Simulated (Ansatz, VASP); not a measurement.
## SiCl5 in VASP and in Ansatz

```
Si Cl
1.0
     5.43690    0.00000    0.00000
    -2.71845    4.70850    0.00000
     0.00000    0.00000    7.46060
Si Cl
1 5
Direct
  0.00000 0.00000 0.00000
  0.50000 0.00000 0.00000
  0.00000 0.50000 0.00000
  0.50000 0.50000 0.00000
  0.33333 0.66667 0.50000
  0.66667 0.33333 0.50000
```

Alike in both runs: functional PBE; k mesh 12 × 12 × 6; occupations gaussian, width 0.1 eV; no spin polarisation.

Ansatz relaxed the structure, and its values are those at the end. VASP's run is a single point on that final structure, the one shown.

|  | VASP | Ansatz |
| --- | --- | --- |
| version | VASP 6.6.1 | Ansatz 0.2.0 |
| potentials or method | VASP PAW PBE potentials, release 64 (Si, Cl), cutoff 520 eV | scalar-relativistic, plane waves, PAW |
| valence electrons in the cell | 39 | 39 |

|  | VASP | Ansatz | Ansatz less VASP |
| --- | --- | --- | --- |
| gap on the k mesh at the Fermi level (eV) | none | none | - |
| pressure (GPa) | -0.1 | 0.0 | +0.06 |

A gap of «none» marks a metal or a gap that the smearing closes.
